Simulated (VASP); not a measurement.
The system is Sc4Mo.

```
CELL_PARAMETERS angstrom
4.91130 0.00000 0.00000
-2.45565 4.25331 0.00000
0.00000 0.00000 5.34628
ATOMIC_POSITIONS crystal
Sc 0.33333 0.66667 0.50000
Sc 0.66667 0.33333 0.50000
Sc 0.33333 0.66667 0.00000
Sc 0.66667 0.33333 0.00000
Mo 0.00000 0.00000 0.50000
```

The cell was built from a structure type or drawn by symmetry, and may not be a known phase.

* Program: VASP 6.6.1
* Task: relaxation of cell and atoms
* Functional: PBE
* Potentials or basis: VASP PAW PBE potentials, release 64 (Sc_sv, Mo_sv)
* Cutoff: 600 eV
* k mesh: 6 × 6 × 4
* Occupations: gaussian, width 0.1 eV
* Spin: no spin polarisation

At the start: pressure 3.4 GPa; volume 22.34 Å³/atom.

Task: Where does the relaxation end?

Result: Over 5 steps the energy falls by 45.5 meV/atom and the volume is 23.83 Å³/atom (+6.7 %); space group P6/mmm (No. 191, to 0.1 Å) before and after.

Step by step:
| step | energy change (eV) | largest force (eV/Å) | pressure (GPa) | volume (Å³) |
| --- | --- | --- | --- | --- |
| 1 | 0.0000 | 0.0000 | 3.45 | 111.68 |
| 2 | -0.2234 | 0.0000 | -0.12 | 119.49 |
| 3 | -0.2255 | 0.0000 | -0.45 | 120.38 |
| 4 | -0.2254 | 0.0000 | -0.38 | 120.21 |
| 5 | -0.2275 | 0.0000 | 0.17 | 119.14 |

Final structure:
```cif
data_structure
_symmetry_space_group_name_H-M 'P 1'
_symmetry_Int_Tables_number 1
_cell_length_a 4.9018
_cell_length_b 4.9018
_cell_length_c 5.7254
_cell_angle_alpha 90.000
_cell_angle_beta 90.000
_cell_angle_gamma 120.000
_cell_volume 119.14
loop_
_atom_site_label
_atom_site_type_symbol
_atom_site_fract_x
_atom_site_fract_y
_atom_site_fract_z
_atom_site_occupancy
Sc1 Sc 0.33333 0.66667 0.50000 1
Sc2 Sc 0.66667 0.33333 0.50000 1
Sc3 Sc 0.33333 0.66667 0.00000 1
Sc4 Sc 0.66667 0.33333 0.00000 1
Mo1 Mo 0.00000 0.00000 0.50000 1
```
